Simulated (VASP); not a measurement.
# Sb in VASP: notebook, part 2 of 2

VASP 6.6.1.

## 6. Single point, HSE06

This run uses another cell than the first one, of 25.05 Å³/atom.

The input, POSCAR:

```
Sb
1.0
    3.2860533585      0.0000000000      0.0000000000
   -1.6430266792      2.8458056866      0.0000000000
    0.0000000000      0.0000000000      5.3584933852
Sb
2
Direct
    0.6666666667      0.3333333333      0.7500000000
    0.3333333333      0.6666666667      0.2500000000
```

The input, INCAR.step1:

```
SYSTEM = Sb
ALGO = Normal
EDIFF = 1E-5
ENCUT = 520
GGA = PE
ISIF = 2
ISMEAR = -1
LASPH = .True.
LCHARG = .False.
LREAL = .False.
LWAVE = .True.
NBANDS = 12
NELM = 80
PREC = Accurate
SIGMA = 0.05
```

The input, INCAR.step2:

```
SYSTEM = Sb
ALGO = Normal
EDIFF = 1E-7
ENCUT = 520
GGA = PE
HFSCREEN = 0.2079
ISIF = 2
ISMEAR = -1
ISTART = 1
LASPH = .True.
LCHARG = .False.
LHFCALC = .True.
LREAL = .False.
LWAVE = .False.
NBANDS = 12
NELM = 80
PREC = Accurate
PRECFOCK = Normal
SIGMA = 0.05
```

The input, KPOINTS:

```
k-points
0
Gamma
  6 6 4
  0 0 0
```

Potentials or basis: VASP PAW PBE potentials, release 64 (Sb).

Started as:

```console
> cat potpaw_PBE.64/Sb/POTCAR > POTCAR
> cp INCAR.step1 INCAR
> mpirun -np 1 vasp_std > vasp.out
> cp INCAR.step2 INCAR
> mpirun -np 1 vasp_std > vasp.out
```

OUTCAR:

```text
SYSTEM = Sb
   EDIFF = 1E-7
   ENCUT = 520
   GGA = PE
   HFSCREEN = 0.2079
   ISIF = 2
   ISMEAR = -1
   ISTART = 1
   LASPH = .True.
   LHFCALC = .True.
   LREAL = .False.
   NELM = 80
   PREC = Accurate
   PRECFOCK = Normal

 ion  position               nearest neighbor table
   1  0.667  0.333  0.750-   2 3.28   2 3.28   2 3.28   2 3.28   2 3.28   2 3.28
   2  0.333  0.667  0.250-   1 3.28   1 3.28   1 3.28   1 3.28   1 3.28   1 3.28

  LATTYP: Found a hexagonal cell.
 ALAT       =     3.2860533585
 C/A-ratio  =     1.6306775334

  Lattice vectors:

 A1 = (   3.2860533585,   0.0000000000,   0.0000000000)
 A2 = (  -1.6430266792,   2.8458056866,   0.0000000000)
 A3 = (   0.0000000000,   0.0000000000,   5.3584933852)

Analysis of symmetry for initial positions (statically):
=====================================================================
 Subroutine PRICEL returns:
 Original cell was already a primitive cell.

 Routine SETGRP: Setting up the symmetry group for a
 hexagonal supercell.

[... 179 lines left out ...]
  band No.  band energies     occupation
      1      -5.6954      2.00000
      2      -1.0235      2.00000
      3       2.1967      2.00000
      4      13.8174      0.00000
      5      13.8174      0.00000
      6      15.7260      0.00000
      7      15.7260      0.00000
      8      16.0772      0.00000
      9      18.0636      0.00000
     10      19.1114      0.00000
     11      20.3362      0.00000
     12      20.3362      0.00000
[... 286 lines left out ...]
 k-point    21 :       0.3333    0.3333    0.5000
  band No.  band energies     occupation
      1       0.6957      2.00000
      2       0.6957      2.00000
      3       4.1167      2.00000
      4       4.1167      2.00000
      5       5.3471      2.00000
      6       5.3471      2.00000
      7      13.1087      0.00000
      8      13.1087      0.00000
      9      17.6217      0.00000
     10      17.6217      0.00000
     11      18.0567      0.00000
     12      18.0567      0.00000

------------------------ aborting loop because EDIFF is reached ----------------------------------------

  FORCE on cell =-STRESS in cart. coord.  units (eV):
  Direction    XX          YY          ZZ          XY          YZ          ZX
  --------------------------------------------------------------------------------------
  -------------------------------------------------------------------------------------
  Total        0.1864645      0.1864645      2.5636641      0.0000000      0.0000000     -0.0000000
  in kB        5.9618941      5.9618941     81.9689077      0.0000000      0.0000000     -0.0000000
  external PRESSURE =      31.2975653 kB  Pullay stress =       0.0000000 kB

 VOLUME and BASIS-vectors are now :
 -----------------------------------------------------------------------------
  energy-cutoff  :      520.00
  volume of cell :       50.11
      direct lattice vectors                 reciprocal lattice vectors
     3.286053358  0.000000000  0.000000000     0.304316422  0.175697168  0.000000000
    -1.643026679  2.845805687  0.000000000     0.000000000  0.351394336  0.000000000
     0.000000000  0.000000000  5.358493385     0.000000000  0.000000000  0.186619620

 POSITION                                       TOTAL-FORCE (eV/Angst)
 -----------------------------------------------------------------------------------
      1.64303      0.94860      4.01887        -0.000000      0.000000     -0.000000
     -0.00000      1.89720      1.33962         0.000000     -0.000000      0.000000
 -----------------------------------------------------------------------------------
    total drift:                                0.000000      0.000000      0.000000

  FREE ENERGIE OF THE ION-ELECTRON SYSTEM (eV)
  ---------------------------------------------------
  free  energy   TOTEN  =        -9.4999379592 eV

  energy  without entropy=       -9.4973179493  energy(sigma->0) =       -9.49862795
```

OUTCAR.step1:

```text
SYSTEM = Sb
   EDIFF = 1E-5
   ENCUT = 520
   GGA = PE
   ISIF = 2
   ISMEAR = -1
   LASPH = .True.
[... 532 lines left out ...]
      1.64303      0.94860      4.01887        -0.000000      0.000000      0.000000
     -0.00000      1.89720      1.33962         0.000000     -0.000000      0.000000
 -----------------------------------------------------------------------------------
    total drift:                               -0.000000      0.000000      0.000000

  FREE ENERGIE OF THE ION-ELECTRON SYSTEM (eV)
  ---------------------------------------------------
  free  energy   TOTEN  =        -7.7513749490 eV

  energy  without entropy=       -7.7485828030  energy(sigma->0) =       -7.74997888
```

It took 48 min on 1 thread of Intel Xeon Platinum 8259CL at 2.50GHz (Skylake/Cascade Lake), shared host; peak memory 0.28 GiB.

What came out:

```yaml
Free_energy: -9.4999 eV
Pressure: 3.1 GPa
Band_gap_on_the_k_mesh: zero (bands 5 and 6 overlap by 9.45 eV)
```

Caveat: the k points lie up to 0.37 Å⁻¹ apart, too coarse for converged energies and pressures of a metal; the PAW data sets were made with another functional, which shifts forces and pressure a little; spin-orbit coupling is left out, which moves the levels of the heavy elements.

## 7. The runs side by side

```tsv
level	cell	k mesh	smearing	grid for exact exchange (PRECFOCK)	share of exact exchange	screening parameter	gap on the mesh (eV)	pressure (GPa)
PBEsol	a = 3.420, b = 3.420, c = 5.577 Å, angles 90.0, 90.0, 120.0°, 2 atoms, atomic positions A	9 × 9 × 5	fermi-dirac 0.05 eV	-	-	-	none	-4.7
PBEsol	a = 3.355, b = 3.355, c = 5.470 Å, angles 90.0, 90.0, 120.0°, 2 atoms, atomic positions B	9 × 9 × 5	fermi-dirac 0.05 eV	-	-	-	none	-1.6
HSE06	a = 3.420, b = 3.420, c = 5.577 Å, angles 90.0, 90.0, 120.0°, 2 atoms, atomic positions A	6 × 6 × 4	fermi-dirac 0.05 eV	Normal	0.25	0.2079 1/Å	none	-4.8
PBEsol	a = 3.355, b = 3.355, c = 5.470 Å, angles 90.0, 90.0, 120.0°, 2 atoms, atomic positions A	5 × 5 × 3	fermi-dirac 0.03 eV	-	-	-	none	-2.7
HSE06	a = 3.286, b = 3.286, c = 5.358 Å, angles 90.0, 90.0, 120.0°, 2 atoms, atomic positions A	6 × 6 × 4	fermi-dirac 0.05 eV	Normal	0.25	0.2079 1/Å	none	3.1
```

Alike in all rows: task single point; potentials or basis VASP PAW PBE potentials, release 64 (Sb); no spin polarisation; cutoff (eV) 520.

Caveats: some runs use coarse meshes; the PAW data sets were made with another functional, which shifts forces and pressure a little; spin-orbit coupling is left out, which moves the levels of the heavy elements; the cell stands under tension (at least some runs).

Total energies depend on the potentials used, so only differences within one code and one set of settings carry meaning.
